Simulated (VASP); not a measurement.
# CsPbBr3 (P4/mmm) in VASP: further runs

Runs on CsPbBr3. Level: PBEsol. Tasks: single point.

All numbers are computed with VASP 6.6.1; they aren't measurements. Logs are shortened: lines on timing, memory, paths and dates and some standing lists are left out, and cuts for length are marked.

**1. The cell of the first run**

Symmetry: P4/mmm, No. 123, tetragonal system. Conventional cell: a = 5.753 Å, b = 5.753 Å, c = 5.870 Å, α = 90.00°, β = 90.00°, γ = 90.00°. Within 3.8 Å of Pb (site symmetry 4/mmm) lie 6 Br at 2.88 to 2.94 Å. Within 5.3 Å of Cs (site symmetry 4/mmm) lie 12 Br at 4.07 to 4.11 Å and 8 Pb at 5.02 Å. Br (site symmetry 4/mmm) has 2 Pb at 2.94 Å within 3.9 Å. Br (site symmetry mmm) has 2 Pb at 2.88 Å within 3.8 Å.

**2. Single point, PBEsol**

Contents of INCAR:

```
SYSTEM = CsPbBr3
ALGO = Normal
EDIFF = 1E-6
ENCUT = 500
GGA = PS
GGA_COMPAT = .FALSE.
ISIF = 2
ISMEAR = -1
LASPH = .TRUE.
LCHARG = .TRUE.
LELF = .TRUE.
LREAL = .FALSE.
LVHAR = .TRUE.
LWAVE = .FALSE.
NBANDS = 30
NELM = 120
PREC = Accurate
SIGMA = 0.05
```

Contents of KPOINTS:

```
k-points
0
G
  4 4 4
  0 0 0
```

Contents of POSCAR:

```
CsPbBr3
1.0
    5.7526000000      0.0000000000      0.0000000000
    0.0000000000      5.7526000000      0.0000000000
    0.0000000000      0.0000000000      5.8700000000
Pb Cs Br
1 1 3
Direct
    0.5000000000      0.5000000000      0.5000000000
    0.0000000000      0.0000000000      0.0000000000
    0.5000000000      0.5000000000      0.0000000000
    0.5000000000      0.0000000000      0.5000000000
    0.0000000000      0.5000000000      0.5000000000
```

Potentials or basis: VASP PAW PBE potentials, release 64 (Pb_d, Cs_sv, Br).

Started as:

```
cat potpaw_PBE.64/Pb_d/POTCAR potpaw_PBE.64/Cs_sv/POTCAR potpaw_PBE.64/Br/POTCAR > POTCAR
mpirun -np 1 vasp_std > vasp.out
```

OUTCAR:

```text
SYSTEM = CsPbBr3
   EDIFF = 1E-6
   ENCUT = 500
   GGA = PS
   ISIF = 2
   ISMEAR = -1
   LASPH = .TRUE.
   LREAL = .FALSE.
   NELM = 120
   PREC = Accurate

 ion  position               nearest neighbor table
   1  0.500  0.500  0.500-   4 2.88   5 2.88   4 2.88   5 2.88   3 2.94   3 2.94
   2  0.000  0.000  0.000-
   3  0.500  0.500  0.000-   1 2.94   1 2.94
   4  0.500  0.000  0.500-   1 2.88   1 2.88
   5  0.000  0.500  0.500-   1 2.88   1 2.88

  LATTYP: Found a simple tetragonal cell.
 ALAT       =     5.7526000000
 C/A-ratio  =     1.0204081633

  Lattice vectors:

 A1 = (   5.7526000000,   0.0000000000,   0.0000000000)
 A2 = (   0.0000000000,   5.7526000000,   0.0000000000)
 A3 = (   0.0000000000,   0.0000000000,   5.8700000000)

Analysis of symmetry for initial positions (statically):
=====================================================================
 Subroutine PRICEL returns:
 Original cell was already a primitive cell.

 Routine SETGRP: Setting up the symmetry group for a
 simple tetragonal supercell.

 Subroutine GETGRP returns: Found 16 space group operations
 (whereof 16 operations were pure point group operations)
 out of a pool of 16 trial point group operations.

The static configuration has the point symmetry D_4h.

Analysis of symmetry for dynamics (positions and initial velocities):
=====================================================================
 Subroutine PRICEL returns:
 Original cell was already a primitive cell.

 Routine SETGRP: Setting up the symmetry group for a
 simple tetragonal supercell.

 Subroutine GETGRP returns: Found 16 space group operations
 (whereof 16 operations were pure point group operations)
 out of a pool of 16 trial point group operations.

The dynamic configuration has the point symmetry D_4h.

 Subroutine INISYM returns: Found 16 space group operations
 (whereof 16 operations are pure point group operations),
 and found     1 'primitive' translations

----------------------------------------------------------------------------------------

                                     Primitive cell

  volume of cell :     194.2524

  direct lattice vectors                    reciprocal lattice vectors
     5.752600000  0.000000000  0.000000000     0.173834440  0.000000000  0.000000000
     0.000000000  5.752600000  0.000000000     0.000000000  0.173834440  0.000000000
     0.000000000  0.000000000  5.870000000     0.000000000  0.000000000  0.170357751

  length of vectors
[... 82 lines left out ...]
   LREAL  =      F    real-space projection
   EDIFFG = 0.1E-04   stopping-criterion for IOM
   NSW    =      0    number of steps for IOM
   IBRION =     -1    ionic relax: 0-MD 1-quasi-New 2-CG
   NFREE  =      0    steps in history (QN), initial steepest desc. (CG)
   ISIF   =      2    stress and relaxation
   ISYM   =      2    0-nonsym 1-usesym 2-fastsym
   POTIM  = 0.5000    time-step for ionic-motion
   TEBEG  =    0.0;   TEEND  =   0.0 temperature during run
   PSTRESS=    0.0 pullay stress
   NELECT =      44.0000    total number of electrons
   NUPDOWN=      -1.0000    fix difference up-down
   EMIN   =  10.00;   EMAX   =-10.00  energy-range for DOS
   EFERMI =   0.00;   METHOD = LEGACY
   ISMEAR =    -1;   SIGMA  =   0.05  broadening in eV -4-tet -1-fermi 0-gaus
   EFERMI_NEDOS =   21; number of points for ismear=-14 and -15
   IALGO  =     38    algorithm
   IMIX   =      4    mixing-type and parameters
     AMIX     =   0.40;   BMIX     =  1.00
     AMIX_MAG =   1.60;   BMIX_MAG =  1.00
  volume/ion in A,a.u.               =      38.85       262.18
  Fermi-wavevector in a.u.,A,eV,Ry     =   0.997938  1.885829 13.549774  0.995880
  Thomas-Fermi vector in A             =   2.130128
   LORBIT       =      0    0 simple, 1 ext, 2 COOP (PROOUT), +10 PAW based schemes
   GGA     = PS    functional components
   LHFCALC =     F    Hartree Fock is set to
   AEXX    =    0.0000 exact exchange contribution
   IVDW    =     0    specifies the selected vdW correction
   LEPSILON=     F    determine dielectric tensor
   LRPA    =     F    only Hartree local field effects (RPA)
 non-spin polarized calculation
  energy-cutoff  :      500.00
  volume of cell :      194.25
 maximum number of plane-waves:      4969
 NGX is ok and might be reduce to    42
   NGX = 21   NGY = 21   NGZ = 21

 number of electron      44.0000002 magnetization

 Free energy of the ion-electron system (eV)
  ---------------------------------------------------
  ext. energy  EPLUGINS =         0.00000000
  ---------------------------------------------------
  free energy    TOTEN  =       -16.73322975 eV

  energy without entropy =      -16.73322927  energy(sigma->0) =      -16.73322951

 E-fermi :   2.2714     XC(G=0):  -7.9948

 val. band max:        1.7056794728   @ k =   0.5000   0.5000   0.5000
 cond. band min:       2.8421496794   @ k =   0.5000   0.5000   0.5000
 fundamental gap:      1.1364702066
 Fermi energy:         2.2713627956

 k-point     1 :       0.0000    0.0000    0.0000
  band No.  band energies     occupation
      1     -19.9527      2.00000
      2     -15.3571      2.00000
      3     -15.3237      2.00000
      4     -15.1242      2.00000
      5     -15.1242      2.00000
      6     -15.1206      2.00000
[... 583 lines left out ...]
     29       6.6314      0.00000
     30       7.8401      0.00000

------------------------ aborting loop because EDIFF is reached ----------------------------------------

  FORCE on cell =-STRESS in cart. coord.  units (eV):
  Direction    XX          YY          ZZ          XY          YZ          ZX
  --------------------------------------------------------------------------------------
  -------------------------------------------------------------------------------------
  Total        1.8283100      1.8283100      0.4950125      0.0000000      0.0000000      0.0000000
  in kB       15.0797435     15.0797435      4.0828209      0.0000000      0.0000000      0.0000000
  external PRESSURE =      11.4141026 kB  Pullay stress =       0.0000000 kB

 VOLUME and BASIS-vectors are now :
 -----------------------------------------------------------------------------
  energy-cutoff  :      500.00
  volume of cell :      194.25
      direct lattice vectors                 reciprocal lattice vectors
     5.752600000  0.000000000  0.000000000     0.173834440  0.000000000  0.000000000
     0.000000000  5.752600000  0.000000000     0.000000000  0.173834440  0.000000000
     0.000000000  0.000000000  5.870000000     0.000000000  0.000000000  0.170357751

 POSITION                                       TOTAL-FORCE (eV/Angst)
 -----------------------------------------------------------------------------------
      2.87630      2.87630      2.93500         0.000000      0.000000      0.000000
      0.00000      0.00000      0.00000         0.000000      0.000000      0.000000
      2.87630      2.87630      0.00000         0.000000      0.000000      0.000000
      2.87630      0.00000      2.93500         0.000000      0.000000      0.000000
      0.00000      2.87630      2.93500         0.000000      0.000000      0.000000
 -----------------------------------------------------------------------------------
    total drift:                                0.000000     -0.000000     -0.000000

  FREE ENERGIE OF THE ION-ELECTRON SYSTEM (eV)
  ---------------------------------------------------
  free  energy   TOTEN  =       -16.7332297486 eV

  energy  without entropy=      -16.7332292710  energy(sigma->0) =      -16.73322951
```

Wall time 2.2 min (1 thread of Intel Xeon Platinum 8375C at 2.90GHz (Ice Lake), shared host); peak memory 0.33 GiB.

Results:

```yaml
Free_energy: -16.7332 eV
Pressure: 1.1 GPa
Band_gap_on_the_k_mesh: 1.14 eV
```

Stress tensor (GPa, compression positive):
```
1.51 0.00 0.00
0.00 1.51 0.00
0.00 0.00 0.41
```

Levels at points of the mesh, in eV from the valence-band top:
| k point | band 19 | band 20 | band 21 | band 22 | band 23 | band 24 | band 25 | band 26 |
| --- | --- | --- | --- | --- | --- | --- | --- | --- |
| (0.00, 0.00, 0.00) | -2.47 | -2.34 | -2.34 | -2.34 | 2.65 | 3.69 | 3.74 | 4.45 |
| (0.50, 0.00, 0.00) | -2.63 | -2.47 | -2.47 | -1.54 | 2.41 | 4.19 | 4.75 | 4.87 |
| (0.50, 0.50, 0.00) | -2.75 | -2.54 | -1.94 | -0.70 | 1.85 | 1.85 | 4.50 | 4.89 |
| (0.00, 0.00, 0.50) | -2.60 | -2.47 | -2.47 | -1.70 | 2.34 | 4.12 | 4.73 | 4.74 |
| (0.50, 0.00, 0.50) | -2.70 | -2.55 | -1.97 | -0.83 | 1.78 | 1.92 | 4.84 | 4.88 |
| (0.50, 0.50, 0.50) | -1.95 | -1.95 | -1.93 | 0.00 | 1.14 | 1.29 | 1.29 | 4.15 |

Caveat: the PAW data sets were made with another functional, which shifts forces and pressure a little; spin-orbit coupling is left out, which moves the levels of the heavy elements. A k mesh can miss the band edges.

**3. Single point, PBEsol**

This run uses another cell than the first one, of 39.65 Å³/atom.

Contents of INCAR:

```
  ALGO = Normal
  EDIFF = 1E-6
  ENCUT = 500
  GGA = PS
  GGA_COMPAT = False
  ISIF = 2
  ISMEAR = -1
  LASPH = True
  LCHARG = False
  LREAL = False
  LWAVE = False
  NBANDS = 30
  NELM = 120
  PREC = Accurate
  SIGMA = 0.05
```

Contents of KPOINTS:

```
k-points
0
Gamma
  4 4 4
```

Changes to POSCAR since step 2:

```diff
@@ -2,4 +2,4 @@
 1.0
-    5.7526000000      0.0000000000      0.0000000000
-    0.0000000000      5.7526000000      0.0000000000
+    5.8113000000      0.0000000000      0.0000000000
+    0.0000000000      5.8113000000      0.0000000000
     0.0000000000      0.0000000000      5.8700000000
```

Potentials or basis: VASP PAW PBE potentials, release 64 (Pb_d, Cs_sv, Br).

Started as:

```
cat potpaw_PBE.64/Pb_d/POTCAR potpaw_PBE.64/Cs_sv/POTCAR potpaw_PBE.64/Br/POTCAR > POTCAR
mpirun -np 1 vasp_std > vasp.out
```

It took 77 s on 1 thread of Intel Xeon Platinum 8375C at 2.90GHz (Ice Lake), shared host; peak memory 0.33 GiB.

It converged, with:

```yaml
Free_energy: -16.7620 eV
Pressure: 0.6 GPa
Band_gap_on_the_k_mesh: 1.28 eV
```

Stress tensor (GPa, compression positive):
```
0.77 0.00 0.00
0.00 0.77 0.00
0.00 0.00 0.26
```

Levels at points of the mesh, in eV from the valence-band top:
```
           k point  band 18  band 19  band 20  band 21  band 22  band 23  band 24  band 25  band 26  band 27
(0.00, 0.00, 0.00)    -2.31    -2.31    -2.19    -2.19    -2.19     2.77     3.86     3.88     4.61     4.61
(0.50, 0.00, 0.00)    -2.48    -2.46    -2.31    -2.31    -1.49     2.45     4.28     4.85     4.97     5.12
(0.50, 0.50, 0.00)    -2.57    -2.57    -2.41    -1.81    -0.70     1.92     1.92     4.66     5.00     5.45
(0.00, 0.00, 0.50)    -2.45    -2.45    -2.31    -2.31    -1.56     2.42     4.24     4.84     4.91     5.22
(0.50, 0.00, 0.50)    -2.56    -2.54    -2.41    -1.82    -0.77     1.89     1.96     4.82     4.99     5.43
(0.50, 0.50, 0.50)    -2.40    -1.81    -1.81    -1.79     0.00     1.28     1.36     1.36     4.28     5.00
```

Caveat: the PAW data sets were made with another functional, which shifts forces and pressure a little; spin-orbit coupling is left out, which moves the levels of the heavy elements. Expect the measured gap to be larger: semilocal functionals such as PBEsol lack the derivative discontinuity.

**4. Single point, PBEsol**

This run uses another cell than the first one, of 41.27 Å³/atom.

Contents of INCAR:

```
SYSTEM = CsPbBr3
PREC = Accurate
ENCUT = 500
EDIFF = 1E-6
ISMEAR = -1
SIGMA = 0.05
LREAL = .FALSE.
LASPH = .TRUE.
NELM = 120
ALGO = Normal
ISIF = 2
LWAVE = .FALSE.
LCHARG = .FALSE.
GGA = PS
NBANDS = 30
GGA_COMPAT = .FALSE.
```

Contents of KPOINTS:

```
Automatic mesh
0
G
  4 4 4
  0 0 0
```

Changes to POSCAR since step 3:

```diff
@@ -2,4 +2,4 @@
 1.0
-    5.8113000000      0.0000000000      0.0000000000
-    0.0000000000      5.8113000000      0.0000000000
+    5.9287000000      0.0000000000      0.0000000000
+    0.0000000000      5.9287000000      0.0000000000
     0.0000000000      0.0000000000      5.8700000000
```

Started as:

```
cat potpaw_PBE.64/Pb_d/POTCAR potpaw_PBE.64/Cs_sv/POTCAR potpaw_PBE.64/Br/POTCAR > POTCAR
mpirun -np 1 vasp_std > vasp.out
```

Wall time 76 s (1 thread of Intel Xeon Platinum 8375C at 2.90GHz (Ice Lake), shared host); peak memory 0.38 GiB.

It converged, with:

| Quantity | Value |
| --- | --- |
| Free energy | -16.7702 eV |
| Pressure | -0.3 GPa |
| Band gap on the k mesh | 1.48 eV |

Stress tensor (GPa, compression positive):
```
-0.43  0.00  0.00
 0.00 -0.43  0.00
 0.00  0.00  0.00
```

Levels at points of the mesh, in eV from the valence-band top:
```
           k point  band 18  band 19  band 20  band 21  band 22  band 23  band 24  band 25  band 26  band 27
(0.00, 0.00, 0.00)    -2.03    -2.02    -1.92    -1.92    -1.92     2.98     4.14     4.16     4.86     4.90
(0.50, 0.00, 0.00)    -2.16    -2.16    -2.03    -2.02    -1.39     2.52     4.43     5.01     5.14     5.20
(0.50, 0.50, 0.00)    -2.24    -2.24    -2.16    -1.57    -0.71     2.05     2.05     4.93     5.19     5.56
(0.00, 0.00, 0.50)    -2.20    -2.16    -2.02    -2.02    -1.33     2.55     4.46     5.03     5.18     5.18
(0.50, 0.00, 0.50)    -2.27    -2.25    -2.16    -1.56    -0.65     2.02     2.08     4.76     5.19     5.57
(0.50, 0.50, 0.50)    -2.16    -1.56    -1.55    -1.55     0.00     1.48     1.48     1.55     4.49     5.21
```

Caveat: the PAW data sets were made with another functional, which shifts forces and pressure a little; spin-orbit coupling is left out, which moves the levels of the heavy elements.

**5. Overview**

| cell | gap on the mesh (eV) | pressure (GPa) |
| --- | --- | --- |
| a = 5.753, b = 5.753, c = 5.870 Å, 5 atoms | 1.14 | 1.1 |
| a = 5.811, b = 5.811, c = 5.870 Å, 5 atoms | 1.28 | 0.6 |
| a = 5.929, b = 5.929, c = 5.870 Å, 5 atoms | 1.48 | -0.3 |

Alike in all rows: task single point; level PBEsol; potentials or basis VASP PAW PBE potentials, release 64 (Pb_d, Cs_sv, Br); no spin polarisation; k mesh 4 × 4 × 4; cutoff (eV) 500; smearing fermi-dirac 0.05 eV.

Caveats: the PAW data sets were made with another functional, which shifts forces and pressure a little; spin-orbit coupling is left out, which moves the levels of the heavy elements.

Total energies depend on the potentials used, so only differences within one code and one set of settings carry meaning.
